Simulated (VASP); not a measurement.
# Hf (Fm-3m) in VASP: notebook

Aim: see how the results for Hf move with the level of theory and the settings. Levels: PBEsol+D3(BJ), BLYP. Tasks: single point.

Everything below comes from runs of VASP 6.6.1. Logs are shortened: lines on timing, memory, paths and dates and some standing lists are left out, and cuts for length are marked.

## 1. The cell of the first run

The structure is cubic, space group Fm-3m (No. 225). The conventional cell has a = 4.364 Å, b = 4.364 Å, c = 4.364 Å, α = 90.00°, β = 90.00°, γ = 90.00°. Hf (site symmetry m-3m) has 12 Hf at 3.09 Å within 4.1 Å.

## 2. Single point, PBEsol+D3(BJ)

INCAR reads:

```
PREC = Accurate
ENCUT = 520
EDIFF = 1E-7
ISMEAR = -1
SIGMA = 0.05
LREAL = F
LASPH = T
NELM = 60
ALGO = Normal
ISIF = 2
LWAVE = F
LCHARG = F
GGA = PS
IVDW = 12
NBANDS = 11
```

KPOINTS reads:

```
Automatic mesh
0
Gamma
  10 10 10
```

POSCAR reads:

```
Hf
1.0
    0.0000000000      2.1819716898      2.1819716898
    2.1819716898      0.0000000000      2.1819716898
    2.1819716898      2.1819716898      0.0000000000
Hf
1
Direct
    0.0000000000      0.0000000000      0.0000000000
```

Potentials or basis: VASP PAW PBE potentials, release 64 (Hf_pv).

Launch:

```
$ cat potpaw_PBE.64/Hf_pv/POTCAR > POTCAR
$ mpirun -np 1 vasp_std > vasp.out
```

OUTCAR:

```text
PREC = Accurate
   ENCUT = 520
   EDIFF = 1E-7
   ISMEAR = -1
   LREAL = F
   LASPH = T
   NELM = 60
   ISIF = 2
   GGA = PS
   IVDW = 12
 IVDW          = 12

 ion  position               nearest neighbor table
   1  0.000  0.000  0.000-

  LATTYP: Found a face centered cubic cell.
 ALAT       =     4.3639433796

  Lattice vectors:

 A1 = (   0.0000000000,   2.1819716898,   2.1819716898)
 A2 = (   2.1819716898,   0.0000000000,   2.1819716898)
 A3 = (   2.1819716898,   2.1819716898,   0.0000000000)

Analysis of symmetry for initial positions (statically):
=====================================================================
 Subroutine PRICEL returns:
 Original cell was already a primitive cell.

 Routine SETGRP: Setting up the symmetry group for a
 face centered cubic supercell.

 Subroutine GETGRP returns: Found 48 space group operations
 (whereof 48 operations were pure point group operations)
 out of a pool of 48 trial point group operations.

The static configuration has the point symmetry O_h .

Analysis of symmetry for dynamics (positions and initial velocities):
=====================================================================
 Subroutine PRICEL returns:
 Original cell was already a primitive cell.

 Routine SETGRP: Setting up the symmetry group for a
 face centered cubic supercell.

 Subroutine GETGRP returns: Found 48 space group operations
 (whereof 48 operations were pure point group operations)
 out of a pool of 48 trial point group operations.

The dynamic configuration has the point symmetry O_h .

 Subroutine INISYM returns: Found 48 space group operations
 (whereof 48 operations are pure point group operations),
 and found     1 'primitive' translations

----------------------------------------------------------------------------------------

                                     Primitive cell

  volume of cell :      20.7767

  direct lattice vectors                    reciprocal lattice vectors
     0.000000000  2.181971690  2.181971690    -0.229150544  0.229150544  0.229150544
     2.181971690  0.000000000  2.181971690     0.229150544 -0.229150544  0.229150544
     2.181971690  2.181971690  0.000000000     0.229150544  0.229150544 -0.229150544

  length of vectors
     3.085773956  3.085773956  3.085773956     0.396900385  0.396900385  0.396900385

  position of ions in fractional coordinates (direct lattice)
[... 81 lines left out ...]
   IBRION =     -1    ionic relax: 0-MD 1-quasi-New 2-CG
   NFREE  =      0    steps in history (QN), initial steepest desc. (CG)
   ISIF   =      2    stress and relaxation
   ISYM   =      2    0-nonsym 1-usesym 2-fastsym
   POTIM  = 0.5000    time-step for ionic-motion
   TEBEG  =    0.0;   TEEND  =   0.0 temperature during run
   PSTRESS=    0.0 pullay stress
   NELECT =      10.0000    total number of electrons
   NUPDOWN=      -1.0000    fix difference up-down
   EMIN   =  10.00;   EMAX   =-10.00  energy-range for DOS
   EFERMI =   0.00;   METHOD = LEGACY
   ISMEAR =    -1;   SIGMA  =   0.05  broadening in eV -4-tet -1-fermi 0-gaus
   EFERMI_NEDOS =   21; number of points for ismear=-14 and -15
   IALGO  =     38    algorithm
   IMIX   =      4    mixing-type and parameters
     AMIX     =   0.40;   BMIX     =  1.00
     AMIX_MAG =   1.60;   BMIX_MAG =  1.00
  volume/ion in A,a.u.               =      20.78       140.21
  Fermi-wavevector in a.u.,A,eV,Ry     =   1.282968  2.424457 22.395273  1.646006
  Thomas-Fermi vector in A             =   2.415248
   LORBIT       =      0    0 simple, 1 ext, 2 COOP (PROOUT), +10 PAW based schemes
   GGA     = PS    functional components
   LHFCALC =     F    Hartree Fock is set to
   AEXX    =    0.0000 exact exchange contribution
   IVDW    =    12    specifies the selected vdW correction
   LEPSILON=     F    determine dielectric tensor
   LRPA    =     F    only Hartree local field effects (RPA)
 non-spin polarized calculation
  energy-cutoff  :      520.00
  volume of cell :       20.78
 maximum number of plane-waves:       571
   NGX = 11   NGY = 11   NGZ = 11

 number of electron      10.0000001 magnetization

 Free energy of the ion-electron system (eV)
  ---------------------------------------------------
  ext. energy  EPLUGINS =         0.00000000
  ---------------------------------------------------
  free energy    TOTEN  =       -10.43331839 eV

  energy without entropy =      -10.42288690  energy(sigma->0) =      -10.42810265

 E-fermi :   5.1103     XC(G=0): -11.7350

 val. band max:        5.1008081380   @ k =   0.3000   0.0000   0.0000
 cond. band min:       5.1985395271   @ k =   0.5000   0.3000   0.1000
 fundamental gap:      0.0977313891
 Fermi energy:         5.1103017517

 k-point     1 :       0.0000    0.0000    0.0000
  band No.  band energies     occupation
      1     -24.5833      2.00000
      2     -24.5833      2.00000
      3     -24.5833      2.00000
      4      -2.3624      2.00000
      5       6.5229      0.00000
      6       6.5229      0.00000
      7       6.5229      0.00000
      8       9.5816      0.00000
      9       9.5816      0.00000
     10      16.7260      0.00000
     11      18.4101      0.00000
[... 309 lines left out ...]
 k-point    24 :       0.4000    0.3000    0.0000
  band No.  band energies     occupation
      1     -25.3858      2.00000
      2     -24.9061      2.00000
      3     -24.8717      2.00000
      4       1.6623      2.00000
      5       3.3966      2.00000
      6       6.0646      0.00000
      7       9.4746      0.00000
      8      10.5878      0.00000
      9      11.7765      0.00000
     10      17.6897      0.00000
     11      18.4382      0.00000

 [... further k-points ...]

------------------------ aborting loop because EDIFF is reached ----------------------------------------

 Edisp (eV)   -0.55230

 E8    (eV) :    -0.4171

  FORCE on cell =-STRESS in cart. coord.  units (eV):
  Direction    XX          YY          ZZ          XY          YZ          ZX
  --------------------------------------------------------------------------------------
  -------------------------------------------------------------------------------------
  Total      -0.04416    -0.04416    -0.04416     0.00000     0.00000     0.00000
  in kB      -3.40552    -3.40552    -3.40552     0.00000     0.00000     0.00000
  external pressure =       -3.41 kB  Pullay stress =        0.00 kB

 VOLUME and BASIS-vectors are now :
 -----------------------------------------------------------------------------
  energy-cutoff  :      520.00
  volume of cell :       20.78
      direct lattice vectors                 reciprocal lattice vectors
     0.000000000  2.181971690  2.181971690    -0.229150544  0.229150544  0.229150544
     2.181971690  0.000000000  2.181971690     0.229150544 -0.229150544  0.229150544
     2.181971690  2.181971690  0.000000000     0.229150544  0.229150544 -0.229150544

 POSITION                                       TOTAL-FORCE (eV/Angst)
 -----------------------------------------------------------------------------------
      0.00000      0.00000      0.00000        -0.000000     -0.000000      0.000000
 -----------------------------------------------------------------------------------
    total drift:                                0.000000      0.000000     -0.000000

  FREE ENERGIE OF THE ION-ELECTRON SYSTEM (eV)
  ---------------------------------------------------
  free  energy   TOTEN  =       -10.9856146782 eV

  energy  without entropy=      -10.9751831892  energy(sigma->0) =      -10.98039893
```

stdout:

```text
POSCAR found type information on POSCAR Hf
 POSCAR found :  1 types and       1 ions
 scaLAPACK will be used
 -----------------------------------------------------------------------------
|                                                                             |
|                                                                             |
|     You enforced a specific xc type in the INCAR file but a different       |
|     I HOPE YOU KNOW WHAT YOU ARE DOING!                                     |
|                                                                             |
 -----------------------------------------------------------------------------

 LDA part: xc-table for (Slater+PW92), standard interpolation
 POSCAR, INCAR and KPOINTS ok, starting setup
 FFT: planning ... GRIDC
 FFT: planning ... GRID_SOFT
 FFT: planning ... GRID
 WAVECAR not read
 entering main loop
```

Run time: 16 s. Hardware: 1 thread of AMD EPYC 7R13, shared host; peak memory 0.15 GiB.

What came out:

```yaml
Free_energy: -10.9856 eV
Pressure: -0.3 GPa
Band_gap_on_the_k_mesh: zero (band 5 reaches 6.52 eV, above the bottom of band 6 at 4.70 eV)
Dispersion_energy_per_atom: -0.552 eV
```

Levels at points of the mesh, in eV from the Fermi level:
| k point | band 3 | band 4 | band 5 | band 6 | band 7 | band 8 |
| --- | --- | --- | --- | --- | --- | --- |
| (0.00, 0.00, 0.00) | -29.69 | -7.47 | 1.41 | 1.41 | 1.41 | 4.47 |
| (0.50, 0.00, 0.00) | -29.83 | -3.87 | 0.87 | 1.15 | 1.15 | 6.83 |
| (0.50, 0.50, 0.00) | -30.07 | -3.59 | -2.41 | 2.96 | 6.84 | 7.54 |

Caveat: the PAW data sets were made with another functional, which shifts forces and pressure a little; spin-orbit coupling is left out, which moves the levels of the heavy elements; pairwise dispersion overbinds metals, which lowers pressure and volume.

## 3. Single point, BLYP

This run uses another cell than the first one, of 21.88 Å³/atom, 1.053 times its volume.

INCAR reads:

```
SYSTEM = Hf
AGGAC    = 1.0          
AGGAX    = 1.0          
ALDAC    = 0.0          
ALDAX    = 1.0          
ALGO     = Fast           ! electronic algorithm
EDIFF    = 1E-6           ! SCF threshold, eV
ENCUT    = 520            ! plane-wave cutoff, eV
GGA      = B5             ! functional
ISIF     = 2              ! what is computed and relaxed
ISMEAR   = -1             ! smearing method
LASPH    = .TRUE.         ! aspherical terms in the spheres
LCHARG   = .FALSE.        ! write CHGCAR
LREAL    = .FALSE.        ! projectors in reciprocal space
LWAVE    = .FALSE.        ! write WAVECAR
NBANDS   = 11             ! bands
NELM     = 80             ! most SCF steps
PREC     = Accurate       ! precision mode
SIGMA    = 0.05           ! smearing width, eV
```

KPOINTS reads:

```
k-points
0
G
  10 10 10
  0 0 0
```

POSCAR reads:

```
Hf
1.0
    0.0000000000      2.2200000000      2.2200000000
    2.2200000000      0.0000000000      2.2200000000
    2.2200000000      2.2200000000      0.0000000000
Hf
1
Direct
    0.0000000000      0.0000000000      0.0000000000
```

Potentials or basis: VASP PAW PBE potentials, release 64 (Hf_pv).

Launch:

```
$ cat potpaw_PBE.64/Hf_pv/POTCAR > POTCAR
$ mpirun -np 1 vasp_std > vasp.out
```

Wall time 27 s (1 thread of AMD EPYC 7R13, shared host); peak memory 0.14 GiB.

It converged, with:

```
Free energy            : -8.5379 eV
Pressure               : 6.0 GPa
Band gap on the k mesh : zero (band 5 reaches 6.73 eV, above the bottom of band 6 at 5.04 eV)
```

Levels at points of the mesh, in eV from the Fermi level:
| k point | band 3 | band 4 | band 5 | band 6 | band 7 | band 8 |
| --- | --- | --- | --- | --- | --- | --- |
| (0.00, 0.00, 0.00) | -29.87 | -7.15 | 1.30 | 1.30 | 1.30 | 4.11 |
| (0.50, 0.00, 0.00) | -29.99 | -3.68 | 0.87 | 1.08 | 1.08 | 6.27 |
| (0.50, 0.50, 0.00) | -30.19 | -3.32 | -2.27 | 2.83 | 6.28 | 6.90 |

Caveat: the PAW data sets were made with another functional, which shifts forces and pressure a little; spin-orbit coupling is left out, which moves the levels of the heavy elements.
